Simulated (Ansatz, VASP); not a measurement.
One calculation of Al, two programs

```
Al
1.0
     4.59890    0.00000    0.00000
    -2.29945    3.98276    0.00000
     0.00000    0.00000    5.51543
Al
6
Direct
  0.00135 0.33362 0.37068
  0.66638 0.66774 0.03735
  0.33226 0.99865 0.70401
  0.33448 0.00137 0.20439
  0.99863 0.33311 0.87106
  0.66689 0.66552 0.53772
```

Alike in both runs: functional PBE; k mesh 6 × 6 × 4; occupations gaussian, width 0.1 eV; no spin polarisation.

Ansatz relaxed the structure, and its values are those at the end. VASP's run is a single point on that final structure, the one shown.

|  | VASP | Ansatz |
| --- | --- | --- |
| version | VASP 6.6.1 | Ansatz 0.2.0 |
| potentials or method | VASP PAW PBE potentials, release 64 (Al), cutoff 520 eV | scalar-relativistic, plane waves, PAW |
| valence electrons in the cell | 18 | 18 |

|  | VASP | Ansatz | Ansatz less VASP |
| --- | --- | --- | --- |
| gap on the k mesh at the Fermi level (eV) | none | none | - |
| pressure (GPa) | -0.1 | -0.1 | +0.02 |
| rms of the force components (eV/Å) | 0.005 | 0.005 | 0.0000 |

A gap of «none» marks a metal or a gap that the smearing closes. The functional is the same, so the differences come from potentials, cutoffs and numerics.
